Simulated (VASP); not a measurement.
# GdSb2Au3 (P6/mmm) in VASP: single point with PBE

Aim: the single point of GdSb2Au3 with PBE.

All numbers are computed with VASP 6.6.1; they aren't measurements. Logs are shortened: lines on timing, memory, paths and dates and some standing lists are left out, and cuts for length are marked.

### 1 The cell of the first run

The structure is hexagonal, space group P6/mmm (No. 191). Conventional cell: a = 6.661 Å, b = 6.661 Å, c = 3.667 Å, α = 90.00°, β = 90.00°, γ = 120.00°. Within 4.8 Å of Gd (site symmetry 6/mmm) lie 2 Gd at 3.67 Å and 12 Au at 3.80 Å and 6 Sb at 3.85 Å. Sb (site symmetry -6m2) has 6 Au at 2.66 Å within 3.5 Å. Within 3.5 Å of Au (site symmetry mmm) lie 4 Sb at 2.66 Å and 4 Au at 3.33 Å.

The cell was built from a structure type or drawn by symmetry, and may not be a known phase.

### 2 Single point, PBE, collinear spin, ferromagnetic start

INCAR reads:

```
SYSTEM = GdSb2Au3
PREC = Accurate ; ENCUT = 520
EDIFF = 1E-7 ; ISMEAR = 0
SIGMA = 0.1 ; LREAL = .False.
LASPH = .True. ; NELM = 150
ALGO = Normal ; ISIF = 2
LWAVE = .False. ; LCHARG = .True.
ISPIN = 2 ; MAGMOM = 7 0 0 0 0 0
LORBIT = 11 ; LMAXMIX = 6
GGA = PE ; LELF = .True.
LVHAR = .True. ; NBANDS = 44
```

KPOINTS reads:

```
Automatic mesh
0
Gamma
  3 3 6
  0 0 0
```

POSCAR reads:

```
GdSb2Au3
1.0
    6.6609368000      0.0000000000      0.0000000000
   -3.3304684000      5.7685404800      0.0000000000
    0.0000000000      0.0000000000      3.6669710700
Gd Sb Au
1 2 3
Direct
    0.0000000000      0.0000000000      0.0000000000
    0.3333333300      0.6666666700      0.0000000000
    0.6666666700      0.3333333300      0.0000000000
    0.5000000000      0.0000000000      0.5000000000
    0.5000000000      0.5000000000      0.5000000000
    0.0000000000      0.5000000000      0.5000000000
```

Potentials or basis: VASP PAW PBE potentials, release 64 (Gd, Sb, Au).

Command:

```console
$ cat potpaw_PBE.64/Gd/POTCAR potpaw_PBE.64/Sb/POTCAR potpaw_PBE.64/Au/POTCAR > POTCAR
$ mpirun -np 1 vasp_std > vasp.out
```

OUTCAR:

```text
SYSTEM = GdSb2Au3
   PREC = Accurate
   ENCUT = 520
   EDIFF = 1E-7
   ISMEAR = 0
   LREAL = .False.
   LASPH = .True.
   NELM = 150
   ISIF = 2
   ISPIN = 2
   LORBIT = 11
   GGA = PE

 ion  position               nearest neighbor table
   1  0.000  0.000  0.000-
   2  0.333  0.667  0.000-   4 2.66   4 2.66   6 2.66   6 2.66   5 2.66   5 2.66
   3  0.667  0.333  0.000-   4 2.66   4 2.66   6 2.66   6 2.66   5 2.66   5 2.66
   4  0.500  0.000  0.500-   2 2.66   3 2.66   2 2.66   3 2.66   5 3.33   6 3.33   5 3.33   6 3.33

   5  0.500  0.500  0.500-   2 2.66   3 2.66   2 2.66   3 2.66   4 3.33   4 3.33   6 3.33   6 3.33

   6  0.000  0.500  0.500-   2 2.66   3 2.66   2 2.66   3 2.66   4 3.33   4 3.33   5 3.33   5 3.33

  LATTYP: Found a hexagonal cell.
 ALAT       =     6.6609368000
 C/A-ratio  =     0.5505188204

  Lattice vectors:

 A1 = (   6.6609368000,   0.0000000000,   0.0000000000)
 A2 = (  -3.3304684000,   5.7685404800,   0.0000000000)
 A3 = (   0.0000000000,   0.0000000000,   3.6669710700)

Analysis of symmetry for initial positions (statically):
=====================================================================
 Subroutine PRICEL returns:
 Original cell was already a primitive cell.

 Routine SETGRP: Setting up the symmetry group for a
 hexagonal supercell.

 Subroutine GETGRP returns: Found 24 space group operations
 (whereof 24 operations were pure point group operations)
 out of a pool of 24 trial point group operations.

The static configuration has the point symmetry D_6h.

Analysis of symmetry for dynamics (positions and initial velocities):
=====================================================================
 Subroutine PRICEL returns:
 Original cell was already a primitive cell.

 Routine SETGRP: Setting up the symmetry group for a
 hexagonal supercell.

 Subroutine GETGRP returns: Found 24 space group operations
 (whereof 24 operations were pure point group operations)
 out of a pool of 24 trial point group operations.

The dynamic configuration has the point symmetry D_6h.

Analysis of structural, dynamic, and magnetic symmetry:
=====================================================================
 Subroutine PRICEL returns:
 Original cell was already a primitive cell.
[... 134 lines left out ...]
 spin polarized calculation
 Gauss-broadening in eV      SIGMA  =   0.10
  energy-cutoff  :      520.00
  volume of cell :      140.90
 maximum number of plane-waves:      3842
 NGX is ok and might be reduce to    50
   NGX = 25   NGY = 25   NGZ = 13

 number of electron      61.0000004 magnetization       6.9021598

 Free energy of the ion-electron system (eV)
  ---------------------------------------------------
  ext. energy  EPLUGINS =         0.00000000
  ---------------------------------------------------
  free energy    TOTEN  =       -28.99415688 eV

  energy without entropy =      -28.96150708  energy(sigma->0) =      -28.97783198

 E-fermi :   8.0798     XC(G=0): -10.8246

 val. band max:        7.9864837106   @ k =   0.3333   0.3333   0.1667
 cond. band min:       8.1296832869   @ k =   0.3333   0.0000   0.3333
 fundamental gap:      0.1431995763
 Fermi energy:         8.0798117120

 spin component 1

 k-point     1 :       0.0000    0.0000    0.0000
  band No.  band energies     occupation
      1     -37.8990      1.00000
      2     -15.3964      1.00000
      3     -15.3964      1.00000
      4     -15.1489      1.00000
      5      -5.0380      1.00000
      6      -2.4947      1.00000
[... 529 lines left out ...]
     41      10.2597      0.00000
     42      10.7460      0.00000
 Fermi energy:         8.0798117120

 spin component 2

 k-point     1 :       0.0000    0.0000    0.0000
  band No.  band energies     occupation
      1     -34.8201      1.00000
      2     -13.2185      1.00000
      3     -13.2185      1.00000
      4     -12.8030      1.00000
      5      -5.0615      1.00000
      6      -2.5197      1.00000
[... 529 lines left out ...]
     41      10.3684      0.00000
     42      11.1712      0.00000
 [bands above 42 left out]

------------------------ aborting loop because EDIFF is reached ----------------------------------------

  FORCE on cell =-STRESS in cart. coord.  units (eV):
  Direction    XX          YY          ZZ          XY          YZ          ZX
  --------------------------------------------------------------------------------------
  -------------------------------------------------------------------------------------
  Total        6.1402143      6.1402143     20.2370278      0.0000000     -0.0000000      0.0000000
  in kB       69.8208886     69.8208886    230.1169294      0.0000000     -0.0000000      0.0000000
  external PRESSURE =     123.2529022 kB  Pullay stress =       0.0000000 kB

 VOLUME and BASIS-vectors are now :
 -----------------------------------------------------------------------------
  energy-cutoff  :      520.00
  volume of cell :      140.90
      direct lattice vectors                 reciprocal lattice vectors
     6.660936800  0.000000000  0.000000000     0.150129033  0.086677038  0.000000000
    -3.330468400  5.768540480  0.000000000     0.000000000  0.173354075  0.000000000
     0.000000000  0.000000000  3.666971070     0.000000000  0.000000000  0.272704633

 POSITION                                       TOTAL-FORCE (eV/Angst)
 -----------------------------------------------------------------------------------
      0.00000      0.00000      0.00000         0.000000      0.000000      0.000000
     -0.00000      3.84569      0.00000         0.000000     -0.000000     -0.000000
      3.33047      1.92285      0.00000        -0.000000      0.000000      0.000000
      3.33047      0.00000      1.83349         0.000000      0.000000      0.000000
      1.66523      2.88427      1.83349         0.000000      0.000000      0.000000
     -1.66523      2.88427      1.83349         0.000000      0.000000      0.000000
 -----------------------------------------------------------------------------------
    total drift:                               -0.000000      0.000000      0.000000

  FREE ENERGIE OF THE ION-ELECTRON SYSTEM (eV)
  ---------------------------------------------------
  free  energy   TOTEN  =       -28.9941568759 eV

  energy  without entropy=      -28.9615070795  energy(sigma->0) =      -28.97783198

 total charge

# of ion       s       p       d       f       tot
--------------------------------------------------
    1        2.026   5.574   0.369   7.197  15.166
    2        1.154   1.259   0.093   0.000   2.506
    3        1.154   1.259   0.093   0.000   2.506
    4        0.687   0.408   8.734   0.000   9.829
    5        0.687   0.408   8.734   0.000   9.829
    6        0.687   0.408   8.734   0.000   9.829
--------------------------------------------------
tot          6.396   9.315  26.758   7.197  49.665

 magnetization (x)

# of ion       s       p       d       f       tot
--------------------------------------------------
    1        0.003  -0.074   0.134   6.599   6.662
    2       -0.001  -0.013  -0.003   0.000  -0.017
    3       -0.001  -0.013  -0.003   0.000  -0.017
    4       -0.015  -0.007  -0.004   0.000  -0.027
    5       -0.015  -0.007  -0.004   0.000  -0.027
    6       -0.015  -0.007  -0.004   0.000  -0.027
--------------------------------------------------
tot         -0.045  -0.119   0.115   6.599   6.550
```

OSZICAR:

```text
N       E                     dE             d eps       ncg     rms          rms(c)
DAV:   1     0.429336080080E+03    0.42934E+03   -0.24047E+04  3264   0.546E+03
DAV:   2     0.262179064055E+02   -0.40312E+03   -0.37241E+03  3520   0.833E+02
[... 16 lines left out ...]
DAV:  19    -0.289941442484E+02   -0.30089E-04   -0.70257E-05  3656   0.731E-02    0.969E-02
DAV:  20    -0.289941477457E+02   -0.34973E-05   -0.29689E-05  3316   0.123E-01    0.401E-02
DAV:  21    -0.289941554620E+02   -0.77163E-05   -0.12472E-05  3312   0.596E-02    0.299E-02
DAV:  22    -0.289941567727E+02   -0.13107E-05   -0.39446E-06  3088   0.529E-02    0.149E-02
DAV:  23    -0.289941568961E+02   -0.12341E-06   -0.73871E-07  2812   0.101E-02    0.125E-02
DAV:  24    -0.289941568759E+02    0.20253E-07   -0.23584E-07  1856   0.124E-02
   1 F= -.28994157E+02 E0= -.28977832E+02  d E =-.326498E-01  mag=     6.9021
```

It took 11 min on 1 thread of Intel Xeon 8259CL, shared host; peak memory 0.4 GiB.

Results:

- Free energy: -28.9942 eV
- Pressure: 12.3 GPa
- Net moment: 6.90 μB per cell
- Site moments: Gd +6.66; Sb -0.02; Au -0.03 μB
- Valence electrons inside the program's atomic spheres: Gd 15.17; Sb 2.51; Au 9.83

Stress tensor (GPa, compression positive):
```
 6.98  0.00  0.00
 0.00  6.98  0.00
 0.00  0.00 23.01
```

Levels at points of the mesh, in eV from the Fermi level:
Spin up:
| k point | band 31 | band 32 | band 33 | band 34 | band 35 | band 36 | band 37 | band 38 |
| --- | --- | --- | --- | --- | --- | --- | --- | --- |
| (0.00, 0.00, 0.00) | -3.16 | -3.16 | -1.27 | -1.17 | 1.17 | 2.09 | 2.09 | 2.67 |
| (0.00, 0.00, 0.50) | -4.05 | -1.74 | -1.29 | -1.29 | -1.24 | -1.24 | 0.80 | 1.88 |
Spin down:
```csv
k point,band 25,band 26,band 27,band 28,band 29,band 30
"(0.00, 0.00, 0.00)",-3.16,-1.21,-0.27,0.13,0.16,0.16
"(0.00, 0.00, 0.50)",-1.76,-1.33,-1.33,-0.91,-0.91,0.11
```

Caveat: the k points lie up to 0.36 Å⁻¹ apart; spin-orbit coupling is left out, which moves the levels of the heavy elements; a cell with one magnetic atom can't hold antiferromagnetic order, which such compounds often take; semilocal functionals describe open f shells poorly, which spoils levels, moments and volumes. The state reached can hang on the start; a lower one may exist.
